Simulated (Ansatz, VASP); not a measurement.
**One calculation of RbBr, two programs**

Contents of INCAR:

```
SYSTEM = RbBr
ALGO = Normal
EDIFF = 1E-8
ENCUT = 520
GGA = PE
ISIF = 2
ISMEAR = -1
LASPH = .True.
LCHARG = .False.
LEFG = .True.
LREAL = .False.
LWAVE = .False.
NBANDS = 15
NELM = 80
PREC = Accurate
SIGMA = 0.02
```

KPOINTS

```
k-points
0
Gamma
  6 6 6
  0 0 0
```

File POSCAR:

```
RbBr
1.0
    0.0000000000      3.3811767539      3.3811767539
    3.3811767539      0.0000000000      3.3811767539
    3.3811767539      3.3811767539      0.0000000000
Rb Br
1 1
Direct
    0.0000000000      0.0000000000      0.0000000000
    0.5000000000      0.5000000000      0.5000000000
```

Input for Ansatz:

```yaml
crystal:
  lattice:
    - [0.0, 3.3811767539, 3.3811767539]
    - [3.3811767539, 0.0, 3.3811767539]
    - [3.3811767539, 3.3811767539, 0.0]
  atoms:
    - { symbol: Rb, position: [0.0, 0.0, 0.0] }
    - { symbol: Br, position: [0.5, 0.5, 0.5] }
kpoints:
  mp_grid: { grid: [6, 6, 6] }
scf:
  occupations: { method: fermi_dirac, width: 0.02 }
hamiltonian:
  xc: pbe
  pseudopotentials: { kind: paw }
output:
  forces: true
  stress: true
  eigenvalues: true
  efg: { contact_densities: true }
```

Change from the starting cell: volume scaled by 0.96, PAW files.

Alike in both runs: task electric field gradients; functional PBE; k mesh 6 × 6 × 6; occupations fermi-dirac, width 0.02 eV; no spin polarisation.

|  | VASP | Ansatz |
| --- | --- | --- |
| version | VASP 6.6.1 | Ansatz 0.2.0 |
| potentials or method | VASP PAW PBE potentials, release 64 (Rb_sv, Br) | PAW with Ansatz's default frozen-core files, scalar-relativistic |
| plane-wave cutoff (eV) | 520 | 420 |
| valence electrons in the cell | 16 | 16 |

Ansatz gave:

| Item | Value |
| --- | --- |
| gap on the k mesh at the Fermi level (eV) | 4.47 |
| pressure (GPa) | 1.7 |

What did VASP give for the same quantities?

gap on the k mesh at the Fermi level (eV): 4.47; pressure (GPa): 1.8.

With one functional, cell and mesh, what is left measures potentials, basis and numerics.
